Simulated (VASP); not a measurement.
# BaCd3Se4 (P-6m2) in VASP: notebook

Runs on BaCd3Se4. Level: PBE. Tasks: single point, relaxation of cell and atoms.

All numbers are computed with VASP 6.6.1; they aren't measurements. Logs are shortened: lines on timing, memory, paths and dates and some standing lists are left out, and cuts for length are marked.

**1. The cell of the first run**

The structure is hexagonal, space group P-6m2 (No. 187). Conventional cell: a = 4.598 Å, b = 4.598 Å, c = 12.315 Å, α = 90.00°, β = 90.00°, γ = 120.00°. Ba (site symmetry -6m2) has 6 Se at 3.22 Å within 4.2 Å. Cd (site symmetry -6m2) has 6 Se at 2.98 Å and 6 Cd at 3.82 Å within 3.9 Å. Within 4.0 Å of Cd (site symmetry 3m) lie 6 Se at 3.00 to 3.09 Å and 3 Cd at 3.82 Å. Se (site symmetry 3m) has 2 Se at 2.98 to 3.65 Å and 3 Cd at 3.09 Å and 3 Ba at 3.22 Å within 3.9 Å. Within 3.6 Å of Se (site symmetry 3m) lie 2 Se at 2.70 to 2.98 Å and 6 Cd at 2.98 to 3.00 Å.

**2. Single point, PBE**

Contents of INCAR:

```
PREC = Accurate
ENCUT = 520
EDIFF = 1E-6
ISMEAR = 0
SIGMA = 0.15
LREAL = False
LASPH = True
NELM = 80
ALGO = Normal
ISIF = 2
LWAVE = False
LCHARG = False
GGA = PE
NBANDS = 45
```

Contents of KPOINTS:

```
regular mesh
0
Gamma
  3 3 1
```

Contents of POSCAR:

```
BaCd3Se4
1.0
    4.5984410157      0.0000000000      0.0000000000
   -2.2992205078      3.9823667374      0.0000000000
    0.0000000000      0.0000000000     12.3153891223
Ba Cd Se
1 3 4
Direct
    0.6666666667      0.3333333333      0.0000000000
    0.6666666667      0.3333333333      0.5000000000
    0.3333333333      0.6666666667      0.2765420950
    0.3333333333      0.6666666667      0.7234579050
    0.0000000000      0.0000000000      0.1483629190
    0.0000000000      0.0000000000      0.6096452540
    0.0000000000      0.0000000000      0.3903547460
    0.0000000000      0.0000000000      0.8516370810
```

Potentials or basis: VASP PAW PBE potentials, release 64 (Ba_sv, Cd, Se).

The run is started by

```bash
cat potpaw_PBE.64/Ba_sv/POTCAR potpaw_PBE.64/Cd/POTCAR potpaw_PBE.64/Se/POTCAR > POTCAR
mpirun -np 1 vasp_std > vasp.out
```

OUTCAR:

```text
PREC = Accurate
   ENCUT = 520
   EDIFF = 1E-6
   ISMEAR = 0
   LREAL = False
   LASPH = True
   NELM = 80
   ISIF = 2
   GGA = PE

 ion  position               nearest neighbor table
   1  0.667  0.333  0.000-   5 3.22   8 3.22   5 3.22   8 3.22   5 3.22   8 3.22
   2  0.667  0.333  0.500-   6 2.98   7 2.98   6 2.98   7 2.98   6 2.98   7 2.98
   3  0.333  0.667  0.277-   7 3.00   7 3.00   7 3.00   5 3.09   5 3.09   5 3.09
   4  0.333  0.667  0.723-   6 3.00   6 3.00   6 3.00   8 3.09   8 3.09   8 3.09
   5  0.000  0.000  0.148-   3 3.09   3 3.09   3 3.09   1 3.22   1 3.22   1 3.22
   6  0.000  0.000  0.610-   7 2.70   2 2.98   2 2.98   2 2.98   4 3.00   4 3.00   4 3.00
   7  0.000  0.000  0.390-   6 2.70   2 2.98   2 2.98   2 2.98   3 3.00   3 3.00   3 3.00
   8  0.000  0.000  0.852-   4 3.09   4 3.09   4 3.09   1 3.22   1 3.22   1 3.22

  LATTYP: Found a hexagonal cell.
 ALAT       =     4.5984410157
 C/A-ratio  =     2.6781661612

  Lattice vectors:

 A1 = (   4.5984410157,   0.0000000000,   0.0000000000)
 A2 = (  -2.2992205078,   3.9823667374,   0.0000000000)
 A3 = (   0.0000000000,   0.0000000000,  12.3153891223)

Analysis of symmetry for initial positions (statically):
=====================================================================
 Subroutine PRICEL returns:
 Original cell was already a primitive cell.

 Routine SETGRP: Setting up the symmetry group for a
 hexagonal supercell.

 Subroutine GETGRP returns: Found 12 space group operations
 (whereof 12 operations were pure point group operations)
 out of a pool of 24 trial point group operations.

The static configuration has the point symmetry D_3h.

Analysis of symmetry for dynamics (positions and initial velocities):
=====================================================================
 Subroutine PRICEL returns:
 Original cell was already a primitive cell.

 Routine SETGRP: Setting up the symmetry group for a
 hexagonal supercell.

 Subroutine GETGRP returns: Found 12 space group operations
 (whereof 12 operations were pure point group operations)
 out of a pool of 24 trial point group operations.

The dynamic configuration has the point symmetry D_3h.

 Subroutine INISYM returns: Found 12 space group operations
 (whereof 12 operations are pure point group operations),
 and found     1 'primitive' translations

----------------------------------------------------------------------------------------

[... 87 lines left out ...]
   NFREE  =      0    steps in history (QN), initial steepest desc. (CG)
   ISIF   =      2    stress and relaxation
   ISYM   =      2    0-nonsym 1-usesym 2-fastsym
   POTIM  = 0.5000    time-step for ionic-motion
   TEBEG  =    0.0;   TEEND  =   0.0 temperature during run
   PSTRESS=    0.0 pullay stress
   NELECT =      70.0000    total number of electrons
   NUPDOWN=      -1.0000    fix difference up-down
   EMIN   =  10.00;   EMAX   =-10.00  energy-range for DOS
   EFERMI =   0.00;   METHOD = LEGACY
   ISMEAR =     0;   SIGMA  =   0.15  broadening in eV -4-tet -1-fermi 0-gaus
   EFERMI_NEDOS =   21; number of points for ismear=-14 and -15
   IALGO  =     38    algorithm
   IMIX   =      4    mixing-type and parameters
     AMIX     =   0.40;   BMIX     =  1.00
     AMIX_MAG =   1.60;   BMIX_MAG =  1.00
  volume/ion in A,a.u.               =      28.19       190.24
  Fermi-wavevector in a.u.,A,eV,Ry     =   1.108428  2.094625 16.716291  1.228613
  Thomas-Fermi vector in A             =   2.244955
   LORBIT       =      0    0 simple, 1 ext, 2 COOP (PROOUT), +10 PAW based schemes
   GGA     = PE    functional components
   LHFCALC =     F    Hartree Fock is set to
   AEXX    =    0.0000 exact exchange contribution
   IVDW    =     0    specifies the selected vdW correction
   LEPSILON=     F    determine dielectric tensor
   LRPA    =     F    only Hartree local field effects (RPA)
 non-spin polarized calculation
 Gauss-broadening in eV      SIGMA  =   0.15
  energy-cutoff  :      520.00
  volume of cell :      225.53
 maximum number of plane-waves:      6159
 NGX is ok and might be reduce to    36
   NGX = 17   NGY = 17   NGZ = 45

 number of electron      70.0000005 magnetization

 Free energy of the ion-electron system (eV)
  ---------------------------------------------------
  ext. energy  EPLUGINS =         0.00000000
  ---------------------------------------------------
  free energy    TOTEN  =       -23.12957969 eV

  energy without entropy =      -23.12555508  energy(sigma->0) =      -23.12756738

 E-fermi :   3.1186     XC(G=0):  -9.2516

 val. band max:        2.9245073858   @ k =   0.0000   0.0000   0.0000
 cond. band min:       3.3876287814   @ k =   0.3333   0.0000   0.0000
 fundamental gap:      0.4631213956
 Fermi energy:         3.1186209883

 k-point     1 :       0.0000    0.0000    0.0000
  band No.  band energies     occupation
      1     -25.1798      2.00000
      2     -11.5649      2.00000
      3     -11.2374      2.00000
      4     -10.3338      2.00000
      5     -10.3338      2.00000
      6     -10.0904      2.00000
[... 133 lines left out ...]
     44       7.1000      0.00000
     45       7.2252      0.00000

------------------------ aborting loop because EDIFF is reached ----------------------------------------

  FORCE on cell =-STRESS in cart. coord.  units (eV):
  Direction    XX          YY          ZZ          XY          YZ          ZX
  --------------------------------------------------------------------------------------
  -------------------------------------------------------------------------------------
  Total        0.6838601      0.6838601      0.3514679      0.0000000     -0.0000000      0.0000000
  in kB        4.8582274      4.8582274      2.4968715      0.0000000     -0.0000000      0.0000000
  external PRESSURE =       4.0711088 kB  Pullay stress =       0.0000000 kB

 VOLUME and BASIS-vectors are now :
 -----------------------------------------------------------------------------
  energy-cutoff  :      520.00
  volume of cell :      225.53
      direct lattice vectors                 reciprocal lattice vectors
     4.598441016  0.000000000  0.000000000     0.217465005  0.125553479  0.000000000
    -2.299220508  3.982366737  0.000000000     0.000000000  0.251106959  0.000000000
     0.000000000  0.000000000 12.315389122     0.000000000  0.000000000  0.081199221

 POSITION                                       TOTAL-FORCE (eV/Angst)
 -----------------------------------------------------------------------------------
      2.29922      1.32746      0.00000         0.000000     -0.000000      0.000000
      2.29922      1.32746      6.15769        -0.000000      0.000000      0.000000
     -0.00000      2.65491      3.40572        -0.000000      0.000000      0.040678
     -0.00000      2.65491      8.90967        -0.000000      0.000000     -0.040678
      0.00000      0.00000      1.82715         0.000000     -0.000000      0.068478
      0.00000      0.00000      7.50802         0.000000     -0.000000      0.046746
      0.00000      0.00000      4.80737         0.000000     -0.000000     -0.046746
      0.00000      0.00000     10.48824         0.000000     -0.000000     -0.068478
 -----------------------------------------------------------------------------------
    total drift:                                0.000000     -0.000000     -0.000000

  FREE ENERGIE OF THE ION-ELECTRON SYSTEM (eV)
  ---------------------------------------------------
  free  energy   TOTEN  =       -23.1295796852 eV

  energy  without entropy=      -23.1255550808  energy(sigma->0) =      -23.12756738
```

OSZICAR:

```text
N       E                     dE             d eps       ncg     rms          rms(c)
DAV:   1     0.478322641130E+03    0.47832E+03   -0.31561E+04   270   0.139E+03
DAV:   2     0.830793518048E+01   -0.47001E+03   -0.45758E+03   317   0.325E+02
DAV:   3    -0.242715779331E+02   -0.32580E+02   -0.32342E+02   332   0.847E+01
DAV:   4    -0.248677887851E+02   -0.59621E+00   -0.59443E+00   404   0.911E+00
DAV:   5    -0.248755898998E+02   -0.78011E-02   -0.77974E-02   330   0.781E-01    0.894E+00
DAV:   6    -0.232060740068E+02    0.16695E+01   -0.29532E+00   343   0.105E+01    0.656E+00
DAV:   7    -0.231285847998E+02    0.77489E-01   -0.17140E+00   324   0.496E+00    0.332E+00
DAV:   8    -0.231287801039E+02   -0.19530E-03   -0.21065E-01   309   0.306E+00    0.721E-01
DAV:   9    -0.231278224938E+02    0.95761E-03   -0.28666E-02   332   0.115E+00    0.282E-01
DAV:  10    -0.231286924361E+02   -0.86994E-03   -0.51530E-03   293   0.311E-01    0.167E-01
DAV:  11    -0.231293994945E+02   -0.70706E-03   -0.13019E-03   316   0.183E-01    0.400E-02
DAV:  12    -0.231295195045E+02   -0.12001E-03   -0.22849E-04   306   0.614E-02    0.234E-02
DAV:  13    -0.231295610967E+02   -0.41592E-04   -0.37274E-05   300   0.256E-02    0.972E-03
DAV:  14    -0.231295777183E+02   -0.16622E-04   -0.22488E-05   301   0.194E-02    0.474E-03
DAV:  15    -0.231295794647E+02   -0.17464E-05   -0.24694E-06   287   0.482E-03    0.158E-03
DAV:  16    -0.231295796852E+02   -0.22044E-06   -0.66348E-07   215   0.286E-03
   1 F= -.23129580E+02 E0= -.23127567E+02  d E =-.402460E-02
```

stdout:

```text
POSCAR found type information on POSCAR BaCdSe
 POSCAR found :  3 types and       8 ions
 scaLAPACK will be used
 LDA part: xc-table for (Slater+PW92), standard interpolation
 POSCAR, INCAR and KPOINTS ok, starting setup
 FFT: planning ... GRIDC
 FFT: planning ... GRID_SOFT
 FFT: planning ... GRID
 WAVECAR not read
 entering main loop
```

Wall time 68 s (1 thread of AMD EPYC 7R43 (Zen 3), shared host); peak memory 0.3 GiB.

What came out:

| Property | Result |
| --- | --- |
| Free energy | -23.1296 eV |
| Pressure | 0.4 GPa |
| Largest force | 0.068 eV/Å |
| Band gap on the k mesh | zero (band 35 reaches 3.78 eV, above the bottom of band 36 at 2.28 eV) |

Forces on the atoms (eV/Å):
```
Ba   0.000  0.000  0.000
Cd   0.000  0.000  0.000
Cd   0.000  0.000  0.041
Cd   0.000  0.000 -0.041
Se   0.000  0.000  0.068
Se   0.000  0.000  0.047
Se   0.000  0.000 -0.047
Se   0.000  0.000 -0.068
```

Levels at points of the mesh, in eV from the Fermi level:
```csv
k point,band 33,band 34,band 35,band 36,band 37,band 38
"(0.00, 0.00, 0.00)",-2.34,-1.69,-1.69,-0.84,-0.19,1.09
```

Caveat: the k points lie up to 0.53 Å⁻¹ apart; spin-orbit coupling is left out, which moves the levels of the heavy elements.

**3. Relaxation of cell and atoms, PBE**

This run uses another cell than the first one, of 24.85 Å³/atom, 0.881 times its volume.

Contents of INCAR:

```
SYSTEM = BaCd3Se4
PREC = Accurate
ENCUT = 600
EDIFF = 1E-6
ISMEAR = 0
SIGMA = 0.15
LREAL = .False.
LASPH = .True.
NELM = 80
ALGO = Normal
ISIF = 3
LWAVE = .False.
LCHARG = .False.
GGA = PE
IBRION = 2
NSW = 36
EDIFFG = -0.08
```

Contents of KPOINTS:

```
Automatic mesh
0
Gamma
  3 3 1
  0 0 0
```

Contents of POSCAR:

```
BaCd3Se4
1.0
    4.3793186000      0.0000000000      0.0000000000
   -2.1896593000      3.7926011600      0.0000000000
    0.0000000000      0.0000000000     11.9693965300
Ba Cd Se
1 3 4
Direct
    0.6666666700      0.3333333300      0.0000000000
    0.6666666700      0.3333333300      0.5000000000
    0.3333333300      0.6666666700      0.2433520000
    0.3333333300      0.6666666700      0.7566480000
    0.0000000000      0.0000000000      0.1268240100
    0.0000000000      0.0000000000      0.6259009800
    0.0000000000      0.0000000000      0.3740990200
    0.0000000000      0.0000000000      0.8731759900
```

Potentials or basis: VASP PAW PBE potentials, release 64 (Ba_sv, Cd, Se).

The run is started by

```bash
cat potpaw_PBE.64/Ba_sv/POTCAR potpaw_PBE.64/Cd/POTCAR potpaw_PBE.64/Se/POTCAR > POTCAR
mpirun -np 1 vasp_std > vasp.out
```

OUTCAR:

```text
SYSTEM = BaCd3Se4
   PREC = Accurate
   ENCUT = 600
   EDIFF = 1E-6
   ISMEAR = 0
   LREAL = .False.
   LASPH = .True.
   NELM = 80
   ISIF = 3
   GGA = PE
   IBRION = 2
   NSW = 36
   EDIFFG = -0.08

 ion  position               nearest neighbor table
   1  0.667  0.333  0.000-   5 2.95   8 2.95   5 2.95   8 2.95   5 2.95   8 2.95   3 3.86   4 3.86
                             3 3.86   4 3.86   3 3.86   4 3.86
   2  0.667  0.333  0.500-   6 2.94   7 2.94   6 2.94   7 2.94   6 2.94   7 2.94
   3  0.333  0.667  0.243-   5 2.89   5 2.89   5 2.89   7 2.97   7 2.97   7 2.97   1 3.86   1 3.86
                             1 3.86
   4  0.333  0.667  0.757-   8 2.89   8 2.89   8 2.89   6 2.97   6 2.97   6 2.97   1 3.86   1 3.86
                             1 3.86
   5  0.000  0.000  0.127-   3 2.89   3 2.89   3 2.89   1 2.95   1 2.95   1 2.95
   6  0.000  0.000  0.626-   2 2.94   2 2.94   2 2.94   4 2.97   4 2.97   4 2.97
   7  0.000  0.000  0.374-   2 2.94   2 2.94   2 2.94   3 2.97   3 2.97   3 2.97
[... 305 lines left out ...]

 number of electron      70.0000014 magnetization

------------------------ aborting loop because EDIFF is reached ----------------------------------------
[... 79 lines left out ...]
--------------------------------------- Ionic step       13  -------------------------------------------

 number of electron      70.0000011 magnetization

 Free energy of the ion-electron system (eV)
  ---------------------------------------------------
  ext. energy  EPLUGINS =         0.00000000
  ---------------------------------------------------
  free energy    TOTEN  =       -23.12534053 eV

  energy without entropy =      -23.12154945  energy(sigma->0) =      -23.12344499

 E-fermi :   3.0120     XC(G=0):  -9.2011

 val. band max:        2.8146349132   @ k =   0.0000   0.0000   0.0000
 cond. band min:       3.2836172004   @ k =   0.3333  -0.0000   0.0000
 fundamental gap:      0.4689822873
 Fermi energy:         3.0120404423

 k-point     1 :       0.0000    0.0000    0.0000
  band No.  band energies     occupation
      1     -25.2710      2.00000
      2     -11.5760      2.00000
      3     -11.2869      2.00000
      4     -10.4267      2.00000
      5     -10.4267      2.00000
      6     -10.1382      2.00000
[... 159 lines left out ...]
  FREE ENERGIE OF THE ION-ELECTRON SYSTEM (eV)
  ---------------------------------------------------
  free  energy   TOTEN  =       -23.1253405337 eV

  energy  without entropy=      -23.1215494547  energy(sigma->0) =      -23.12344499

 reached required accuracy - stopping structural energy minimisation
```

CONTCAR:

```text
BaCd3Se4
   1.00000000000000
     4.6216588297979220   -0.0000000000000000    0.0000000000000000
    -2.3108294148989610    4.0024739555396085   -0.0000000000000000
     0.0000000000000000   -0.0000000000000000   12.3286833594644119
  Ba              Cd              Se
     1     3     4
Direct
     0.6666666699999979    0.3333333300000021    0.0000000000000000
     0.6666666699999979    0.3333333300000021    0.5000000000000000
     0.3333333300000021    0.6666666699999979    0.2760035236887109
     0.3333333300000021    0.6666666699999979    0.7239964763112889
     0.0000000000000000    1.0000000000000000    0.1477937453152592
     0.0000000000000000    1.0000000000000000    0.6099221952860420
     0.0000000000000000    1.0000000000000000    0.3900778047139581
     0.0000000000000000    1.0000000000000000    0.8522062546847408

  0.00000000E+00  0.00000000E+00  0.00000000E+00
  0.00000000E+00  0.00000000E+00  0.00000000E+00
  0.00000000E+00  0.00000000E+00  0.00000000E+00
  0.00000000E+00  0.00000000E+00  0.00000000E+00
  0.00000000E+00  0.00000000E+00  0.00000000E+00
  0.00000000E+00  0.00000000E+00  0.00000000E+00
  0.00000000E+00  0.00000000E+00  0.00000000E+00
  0.00000000E+00  0.00000000E+00  0.00000000E+00
```

It took 7.1 min on 1 thread of Intel Xeon Platinum 8375C at 2.90GHz (Ice Lake), shared host; peak memory 0.38 GiB.

What came out:

```yaml
Free_energy: -23.1253 eV
Relaxed_volume: 28.51 Å³/atom
Relaxed_cell: a = 4.622 Å, b = 4.622 Å, c = 12.329 Å, α = 90.00°, β = 90.00°, γ = 120.00°
Space_group_after_relaxing_to_0.05_Å: P-6m2 (No. 187)
Energy_gained_by_relaxing: 180.7 meV/atom
Ionic_steps: 13
Pressure_after_relaxing: -0.1 GPa
Largest_force_after_relaxing: 0.071 eV/Å
Band_gap_on_the_k_mesh: zero (band 35 reaches 3.66 eV, above the bottom of band 36 at 2.19 eV)
```

Forces in eV/Å, atoms in the order of the input:
```
Ba   0.000  0.000  0.000
Cd   0.000  0.000  0.000
Cd   0.000  0.000  0.062
Cd   0.000  0.000 -0.062
Se   0.000  0.000  0.071
Se   0.000  0.000  0.031
Se   0.000  0.000 -0.031
Se   0.000  0.000 -0.071
```

The path:
| step | energy change (eV) | largest force (eV/Å) | pressure (GPa) | volume (Å³) |
| --- | --- | --- | --- | --- |
| 1 | 0.0000 | 1.2883 | 8.27 | 198.80 |
| 2 | -0.9121 | 0.7064 | -1.38 | 237.96 |
| 3 | -0.9223 | 0.7320 | -0.66 | 233.34 |
| 4 | -1.0360 | 0.6802 | -0.48 | 231.67 |
| 5 | -1.1693 | 0.5266 | 0.45 | 226.49 |
| 6 | -1.2324 | 0.4526 | 0.43 | 226.43 |
| 7 | -1.3488 | 0.2912 | 0.47 | 226.21 |
| 8 | -1.1708 | 1.9652 | 1.30 | 225.71 |
| 9 | -1.3602 | 0.5319 | 0.55 | 226.13 |
| 10 | -1.4328 | 0.1988 | -0.07 | 228.40 |
| 11 | -1.4424 | 0.0895 | -0.37 | 229.67 |
| 12 | -1.4424 | 0.0882 | -0.35 | 229.60 |
| 13 | -1.4459 | 0.0709 | -0.08 | 228.06 |

Final structure:
```xyz
8
Lattice="4.6217 0.0000 0.0000 -2.3108 4.0025 0.0000 0.0000 0.0000 12.3287" Properties=species:S:1:pos:R:3 pbc="T T T"
Ba    2.3108    1.3342    0.0000
Cd    2.3108    1.3342    6.1643
Cd    0.0000    2.6683    3.4028
Cd    0.0000    2.6683    8.9259
Se   -2.3108    4.0025    1.8221
Se   -2.3108    4.0025    7.5195
Se   -2.3108    4.0025    4.8091
Se   -2.3108    4.0025   10.5066
```

Levels at points of the mesh, in eV from the Fermi level:
```tsv
k point	band 33	band 34	band 35	band 36	band 37	band 38
(0.00, 0.00, 0.00)	-2.31	-1.65	-1.65	-0.82	-0.20	1.11
```

Caveat: the k points lie up to 0.52 Å⁻¹ apart in the final cell; spin-orbit coupling is left out, which moves the levels of the heavy elements; the relaxation stopped at a loose force limit of 0.08 eV/Å, so its end isn't a converged minimum.
